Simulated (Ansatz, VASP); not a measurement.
# Two plane-wave programs on K3SrAg3

```
K Sr Ag
1.0
     7.38936    0.00000    0.00000
     0.00000    7.38936    0.00000
     0.00000    0.00000    7.38936
K Sr Ag
3 1 3
Direct
  0.00000 0.50000 0.50000
  0.50000 0.50000 0.00000
  0.50000 0.00000 0.50000
  0.50000 0.50000 0.50000
  0.00000 0.50000 0.00000
  0.50000 0.00000 0.00000
  0.00000 0.00000 0.50000
```

Change from the starting cell: species swapped into the Ce3GaBr3 type (Pm-3m, No. 221).

Alike in both runs: functional PBE; k mesh 4 × 4 × 4; occupations gaussian, width 0.1 eV; no spin polarisation.

Ansatz relaxed the structure, and its values are those at the end. VASP's run is a single point on that final structure, the one shown.

|  | VASP | Ansatz |
| --- | --- | --- |
| version | VASP 6.6.1 | Ansatz 0.2.0 |
| potentials or method | VASP PAW PBE potentials, release 64 (K_sv, Sr_sv, Ag), cutoff 520 eV | scalar-relativistic, plane waves, PAW |
| valence electrons in the cell | 70 | 94 |

|  | VASP | Ansatz | Ansatz less VASP |
| --- | --- | --- | --- |
| gap on the k mesh at the Fermi level (eV) | 0.19 | 0.19 | -0.001 |
| least direct gap on the mesh (eV) | 0.74 | 0.74 | -0.004 |
| pressure (GPa) | 0.1 | 0.1 | +0.01 |

The functional is the same, so the differences come from potentials, cutoffs and numerics. VASP's potentials hold 70 valence electrons a cell and Ansatz's 94, so a difference there can come from the potentials and not from the codes.
